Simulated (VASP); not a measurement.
# HfB2 (P6/mmm) in VASP: further runs

HfB2 is run at these levels: PBE+U, PBE; tasks: relaxation of cell and atoms, single point.

Program: VASP 6.6.1. These are calculated values, not measurements. Logs are shortened: lines on timing, memory, paths and dates and some standing lists are left out, and cuts for length are marked.

## Step 1: The cell of the first run

It takes space group P6/mmm (No. 191, hexagonal). Conventional cell: a = 3.140 Å, b = 3.140 Å, c = 3.480 Å, α = 90.00°, β = 90.00°, γ = 120.00°. Hf (site symmetry 6/mmm) has 12 B at 2.51 Å and 6 Hf at 3.14 Å within 3.3 Å. B (site symmetry -6m2) has 3 B at 1.81 Å within 2.4 Å.

## Step 2: Relaxation of cell and atoms, PBE+U

The input, INCAR:

```
SYSTEM = HfB2
ALGO = Normal ; EDIFF = 1E-6
EDIFFG = -0.01 ; ENCUT = 600
GGA = PE ; IBRION = 2
ISIF = 3 ; ISMEAR = -1
LASPH = .True. ; LCHARG = .False.
LDAU = .True. ; LDAUJ = 0 0
LDAUL = 2 -1 ; LDAUPRINT = 1
LDAUTYPE = 2 ; LDAUU = 5 0
LMAXMIX = 4 ; LREAL = .False.
LWAVE = .False. ; NELM = 150
NSW = 60 ; PREC = Accurate
SIGMA = 0.05
```

The input, KPOINTS:

```
k-points
0
Gamma
  10 10 8
  0 0 0
```

The input, POSCAR:

```
HfB2
1.0
    3.1400000000      0.0000000000      0.0000000000
   -1.5700000000      2.7193197679      0.0000000000
    0.0000000000      0.0000000000      3.4800000000
Hf B
1 2
Direct
    0.0000000000      0.0000000000      0.0000000000
    0.6666666667      0.3333333333      0.5000000000
    0.3333333333      0.6666666667      0.5000000000
```

Potentials or basis: VASP PAW PBE potentials, release 64 (Hf_pv, B).

The run is started by

```console
$ cat potpaw_PBE.64/Hf_pv/POTCAR potpaw_PBE.64/B/POTCAR > POTCAR
$ mpirun -np 1 vasp_std > vasp.out
```

OUTCAR:

```text
SYSTEM = HfB2
   EDIFF = 1E-6
   EDIFFG = -0.01
   ENCUT = 600
   GGA = PE
   IBRION = 2
   ISIF = 3
   ISMEAR = -1
   LASPH = .True.
   LREAL = .False.
   NELM = 150
   NSW = 60
   PREC = Accurate

 ion  position               nearest neighbor table
   1  0.000  0.000  0.000-   2 2.51   3 2.51   2 2.51   3 2.51   2 2.51   2 2.51   3 2.51   3 2.51
                             2 2.51   2 2.51   3 2.51   3 2.51
   2  0.667  0.333  0.500-   3 1.81   3 1.81   3 1.81   1 2.51   1 2.51   1 2.51   1 2.51   1 2.51
                             1 2.51
   3  0.333  0.667  0.500-   2 1.81   2 1.81   2 1.81   1 2.51   1 2.51   1 2.51   1 2.51   1 2.51
                             1 2.51

  LATTYP: Found a hexagonal cell.
 ALAT       =     3.1400000000
 C/A-ratio  =     1.1082802548

  Lattice vectors:

 A1 = (   3.1400000000,   0.0000000000,   0.0000000000)
 A2 = (  -1.5700000000,   2.7193197679,   0.0000000000)
 A3 = (   0.0000000000,   0.0000000000,   3.4800000000)

Analysis of symmetry for initial positions (statically):
=====================================================================
 Subroutine PRICEL returns:
 Original cell was already a primitive cell.

 Routine SETGRP: Setting up the symmetry group for a
 hexagonal supercell.

 Subroutine GETGRP returns: Found 24 space group operations
 (whereof 24 operations were pure point group operations)
 out of a pool of 24 trial point group operations.

The static configuration has the point symmetry D_6h.

Analysis of symmetry for dynamics (positions and initial velocities):
=====================================================================
 Subroutine PRICEL returns:
 Original cell was already a primitive cell.

 Routine SETGRP: Setting up the symmetry group for a
 hexagonal supercell.

 Subroutine GETGRP returns: Found 24 space group operations
 (whereof 24 operations were pure point group operations)
 out of a pool of 24 trial point group operations.

The dynamic configuration has the point symmetry D_6h.

 Subroutine INISYM returns: Found 24 space group operations
 (whereof 24 operations are pure point group operations),
 and found     1 'primitive' translations

----------------------------------------------------------------------------------------

                                     Primitive cell

  volume of cell :      29.7146

  direct lattice vectors                    reciprocal lattice vectors
     3.140000000  0.000000000  0.000000000     0.318471338  0.183869512  0.000000000
    -1.570000000  2.719319768  0.000000000     0.000000000  0.367739025  0.000000000
     0.000000000  0.000000000  3.480000000     0.000000000  0.000000000  0.287356322

  length of vectors
     3.140000000  3.140000000  3.480000000     0.367739025  0.367739025  0.287356322

  position of ions in fractional coordinates (direct lattice)
     0.000000000  0.000000000  0.000000000
     0.666666667  0.333333333  0.500000000
     0.333333333  0.666666667  0.500000000

  ion indices of the primitive-cell ions
   primitive index   ion index
                 1           1
                 2           2
                 3           3

----------------------------------------------------------------------------------------

 KPOINTS: k-points

Automatic generation of k-mesh.
 Grid dimensions read from file:
 generate k-points for:   10   10    8

 Generating k-lattice:

  Cartesian coordinates                     Fractional coordinates (reciprocal lattice)
     0.031847134  0.018386951  0.000000000     0.100000000  0.000000000  0.000000000
     0.000000000  0.036773902  0.000000000     0.000000000  0.100000000  0.000000000
[... 69 lines left out ...]
   NELECT =      16.0000    total number of electrons
   NUPDOWN=      -1.0000    fix difference up-down
   EMIN   =  10.00;   EMAX   =-10.00  energy-range for DOS
   EFERMI =   0.00;   METHOD = LEGACY
   ISMEAR =    -1;   SIGMA  =   0.05  broadening in eV -4-tet -1-fermi 0-gaus
   EFERMI_NEDOS =   21; number of points for ismear=-14 and -15
   IALGO  =     38    algorithm
   IMIX   =      4    mixing-type and parameters
     AMIX     =   0.40;   BMIX     =  1.00
     AMIX_MAG =   1.60;   BMIX_MAG =  1.00
  volume/ion in A,a.u.               =       9.90        66.84
  Fermi-wavevector in a.u.,A,eV,Ry     =   1.331860  2.516850 24.134693  1.773850
  Thomas-Fermi vector in A             =   2.460838
   LORBIT       =      0    0 simple, 1 ext, 2 COOP (PROOUT), +10 PAW based schemes
 LDA+U is selected, type is set to LDAUTYPE =  2
   angular momentum for each species LDAUL =     2   -1
   U (eV)           for each species LDAUU =   5.0  0.0
   J (eV)           for each species LDAUJ =   0.0  0.0
   GGA     = PE    functional components
   LHFCALC =     F    Hartree Fock is set to
   AEXX    =    0.0000 exact exchange contribution
   IVDW    =     0    specifies the selected vdW correction
   LEPSILON=     F    determine dielectric tensor
   LRPA    =     F    only Hartree local field effects (RPA)
 conjugate gradient relaxation of ions
 non-spin polarized calculation
  energy-cutoff  :      600.00
  volume of cell :       29.71
 maximum number of plane-waves:      1010
 NGX is ok and might be reduce to    28
   NGX = 13   NGY = 13   NGZ = 13

--------------------------------------- Ionic step        1  -------------------------------------------

 number of electron      15.9999999 magnetization

 Free energy of the ion-electron system (eV)
  ---------------------------------------------------
  ext. energy  EPLUGINS =         0.00000000
  ---------------------------------------------------
  free energy    TOTEN  =       -22.73614715 eV

  energy without entropy =      -22.73364744  energy(sigma->0) =      -22.73489729

------------------------ aborting loop because EDIFF is reached ----------------------------------------

  FORCE on cell =-STRESS in cart. coord.  units (eV):
  Direction    XX          YY          ZZ          XY          YZ          ZX
  --------------------------------------------------------------------------------------
  -------------------------------------------------------------------------------------
  Total        2.6020354      2.6020354      3.6132146      0.0000000      0.0000000      0.0000000
  in kB      140.2990139    140.2990139    194.8207282      0.0000000      0.0000000      0.0000000
  external PRESSURE =     158.4729187 kB  Pullay stress =       0.0000000 kB
[... 277 lines left out ...]
  FREE ENERGIE OF THE ION-ELECTRON SYSTEM (eV)
  ---------------------------------------------------
  free  energy   TOTEN  =       -22.8323789949 eV

  energy  without entropy=      -22.8297409404  energy(sigma->0) =      -22.83105997

atom =   1  type =  1  l = 2

 onsite density matrix

spin component  1

  0.1698 -0.0000 -0.0000 -0.0000  0.0000
 -0.0000  0.1543  0.0000 -0.0000 -0.0000
 -0.0000  0.0000  0.1423 -0.0000  0.0000
 -0.0000 -0.0000 -0.0000  0.1543 -0.0000
  0.0000 -0.0000  0.0000 -0.0000  0.1698

spin component  2

  0.1698 -0.0000 -0.0000 -0.0000  0.0000
 -0.0000  0.1543  0.0000 -0.0000 -0.0000
 -0.0000  0.0000  0.1423 -0.0000  0.0000
 -0.0000 -0.0000 -0.0000  0.1543 -0.0000
  0.0000 -0.0000  0.0000 -0.0000  0.1698

 occupancies and eigenvectors

  o =  0.1423  v = -0.0000  0.0000 -1.0000  0.0000  0.0000  0.0000  0.0000  0.0000  0.0000  0.0000      0.0000  0.0000  0.0000  0.0000  0.0000  0.0000  0.0000  0.0000  0.0000  0.0000
  o =  0.1423  v =  0.0000  0.0000  0.0000  0.0000  0.0000 -0.0000  0.0000 -1.0000  0.0000  0.0000      0.0000  0.0000  0.0000  0.0000  0.0000  0.0000  0.0000  0.0000  0.0000  0.0000
  o =  0.1543  v =  0.0000 -0.0000  0.0000  1.0000  0.0000  0.0000  0.0000  0.0000  0.0000  0.0000      0.0000  0.0000  0.0000  0.0000  0.0000  0.0000  0.0000  0.0000  0.0000  0.0000
  o =  0.1543  v =  0.0000  0.0000  0.0000  0.0000  0.0000  0.0000 -0.0000  0.0000  1.0000  0.0000      0.0000  0.0000  0.0000  0.0000  0.0000  0.0000  0.0000  0.0000  0.0000  0.0000
  o =  0.1543  v =  0.0000  0.0000  0.0000  0.0000  0.0000  0.0000  1.0000  0.0000  0.0000  0.0000      0.0000  0.0000  0.0000  0.0000  0.0000  0.0000  0.0000  0.0000  0.0000  0.0000
  o =  0.1543  v =  0.0000  1.0000  0.0000  0.0000  0.0000  0.0000  0.0000  0.0000  0.0000  0.0000      0.0000  0.0000  0.0000  0.0000  0.0000  0.0000  0.0000  0.0000  0.0000  0.0000
  o =  0.1698  v =  0.0000  0.0000  0.0000  0.0000  0.0000 -0.8647 -0.0000  0.0000 -0.0000  0.5023      0.0000  0.0000  0.0000  0.0000  0.0000  0.0000  0.0000  0.0000  0.0000  0.0000
  o =  0.1698  v = -0.8647 -0.0000  0.0000 -0.0000  0.5023  0.0000  0.0000  0.0000  0.0000  0.0000      0.0000  0.0000  0.0000  0.0000  0.0000  0.0000  0.0000  0.0000  0.0000  0.0000
  o =  0.1698  v =  0.5023 -0.0000  0.0000 -0.0000  0.8647  0.0000  0.0000  0.0000  0.0000  0.0000      0.0000  0.0000  0.0000  0.0000  0.0000  0.0000  0.0000  0.0000  0.0000  0.0000
  o =  0.1698  v =  0.0000  0.0000  0.0000  0.0000  0.0000  0.5023 -0.0000  0.0000 -0.0000  0.8647      0.0000  0.0000  0.0000  0.0000  0.0000  0.0000  0.0000  0.0000  0.0000  0.0000

--------------------------------------- Ionic step        9  -------------------------------------------

 number of electron      16.0000000 magnetization

 Free energy of the ion-electron system (eV)
  ---------------------------------------------------
  ext. energy  EPLUGINS =         0.00000000
  ---------------------------------------------------
  free energy    TOTEN  =       -22.83238542 eV

  energy without entropy =      -22.82974902  energy(sigma->0) =      -22.83106722

 E-fermi :   7.7982     XC(G=0): -12.3101

 val. band max:        7.7332206333   @ k =   0.2000   0.2000   0.1250
 cond. band min:       7.8736197280   @ k =   0.0000   0.0000   0.2500
 fundamental gap:      0.1403990947
 Fermi energy:         7.7981687666

 k-point     1 :       0.0000    0.0000    0.0000
  band No.  band energies     occupation
      1     -24.2556      2.00000
      2     -23.8218      2.00000
      3     -23.8218      2.00000
      4      -6.0295      2.00000
      5       4.3879      2.00000
      6       4.8668      2.00000
      7       5.0984      2.00000
      8       5.0984      2.00000
      9      12.0913      0.00000
     10      12.0913      0.00000
     11      12.1775      0.00000
     12      12.1934      0.00000
[... 331 lines left out ...]
 k-point    24 :       0.4000    0.1000    0.1250
  band No.  band energies     occupation
      1     -24.4033      2.00000
      2     -24.1738      2.00000
      3     -23.9978      2.00000
      4      -2.2816      2.00000
      5      -0.8845      2.00000
      6       3.1145      2.00000
      7       4.0066      2.00000
      8       5.7473      2.00000
      9       8.7185      0.00000
     10      11.6418      0.00000
     11      11.8029      0.00000
     12      14.0490      0.00000

 [... further k-points ...]
[... 5 lines left out ...]
  --------------------------------------------------------------------------------------
  -------------------------------------------------------------------------------------
  Total       -0.0028380     -0.0028380      0.0033562      0.0000000     -0.0000000      0.0000000
  in kB       -0.1437622     -0.1437622      0.1700132      0.0000000     -0.0000000      0.0000000
  external PRESSURE =      -0.0391704 kB  Pullay stress =       0.0000000 kB
[... 18 lines left out ...]
  FREE ENERGIE OF THE ION-ELECTRON SYSTEM (eV)
  ---------------------------------------------------
  free  energy   TOTEN  =       -22.8323854218 eV

  energy  without entropy=      -22.8297490193  energy(sigma->0) =      -22.83106722

 reached required accuracy - stopping structural energy minimisation
```

It took 2.1 min on 1 thread of Intel Xeon Platinum 8259CL at 2.50GHz (Skylake/Cascade Lake), shared host; peak memory 0.19 GiB.

Results:

```yaml
Free_energy: -22.8324 eV
Relaxed_volume: 10.54 Å³/atom
Relaxed_cell: a = 3.185 Å, b = 3.185 Å, c = 3.601 Å, α = 90.00°, β = 90.00°, γ = 120.00°
Space_group_after_relaxing_to_0.05_Å: P6/mmm (No. 191)
Energy_gained_by_relaxing: 32.1 meV/atom
Ionic_steps: 9
Pressure_after_relaxing: 0.0 GPa
Band_gap_on_the_k_mesh: zero (band 8 reaches 8.75 eV, above the bottom of band 9 at 7.65 eV)
```

Step by step:
```csv
step,energy change (eV),largest force (eV/Å),pressure (GPa),volume (Å³)
1,0.0000,0.0000,15.85,29.71
2,0.0318,0.0000,-15.27,34.13
3,-0.0925,0.0000,-0.54,31.66
4,-0.0925,0.0000,-0.24,31.62
5,-0.0962,0.0000,0.11,31.61
6,-0.0962,0.0000,0.16,31.61
7,-0.0962,0.0000,0.15,31.61
8,-0.0962,0.0000,-0.15,31.65
9,-0.0962,0.0000,0.00,31.63
```

Final structure:
```
Hf B
1.0
     3.18455    0.00000    0.00000
    -1.59227    2.75790    0.00000
     0.00000    0.00000    3.60118
Hf B
1 2
Direct
  0.00000 0.00000 0.00000
  0.66667 0.33333 0.50000
  0.33333 0.66667 0.50000
```

Eigenvalues of the final occupation matrices:
| site | spin | trace | eigenvalues |
| --- | --- | --- | --- |
| site 1 d | 1 | 0.79 | 0.14 0.15 0.15 0.17 0.17 |
| site 1 d | 2 | 0.79 | 0.14 0.15 0.15 0.17 0.17 |

Caveat: spin-orbit coupling is left out, which moves the levels of the heavy elements; U without spin polarisation on a metal has little footing; the U is typed as a test and isn't derived for this compound. PBE usually gives volumes a little too large and moduli too small.

## Step 3: Single point, PBE, non-collinear spin, zero start, spin-orbit coupling

The input, INCAR:

```
PREC = Accurate
ENCUT = 520
EDIFF = 1E-6
ISMEAR = -1
SIGMA = 0.05
LREAL = F
LASPH = T
NELM = 150
ALGO = Normal
ISIF = 2
LWAVE = F
LCHARG = T
MAGMOM = 0 0 0 0 0 0 0 0 0
LORBIT = 11
LSORBIT = T
GGA_COMPAT = F
LORBMOM = T
LMAXMIX = 4
GGA = PE
LVHAR = T
NBANDS = 29
```

The input, KPOINTS:

```
Automatic mesh
0
Gamma
  10 10 8
```

POSCAR is that of step 2.

Potentials or basis: VASP PAW PBE potentials, release 64 (Hf_pv, B).

The run is started by

```console
$ cat potpaw_PBE.64/Hf_pv/POTCAR potpaw_PBE.64/B/POTCAR > POTCAR
$ mpirun -np 1 vasp_ncl > vasp.out
```

Run time: 2.1 min. Hardware: 1 thread of AMD EPYC 7R13 (Zen 3), shared host; peak memory 0.23 GiB.

It converged, with:

| Property | Result |
| --- | --- |
| Free energy | -27.0622 eV |
| Pressure | 1.0 GPa |
| Net moment | 0.00 μB per cell |
| Valence electrons inside the program's atomic spheres | Hf 8.77; B 1.94 |

Stress tensor (GPa, compression positive):
```
0.76 0.00 0.00
0.00 0.76 0.00
0.00 0.00 1.53
```

Moments on the atoms (μB; x, y, z):
```
Hf  0.00 0.00 0.00
B   0.00 0.00 0.00
B   0.00 0.00 0.00
```
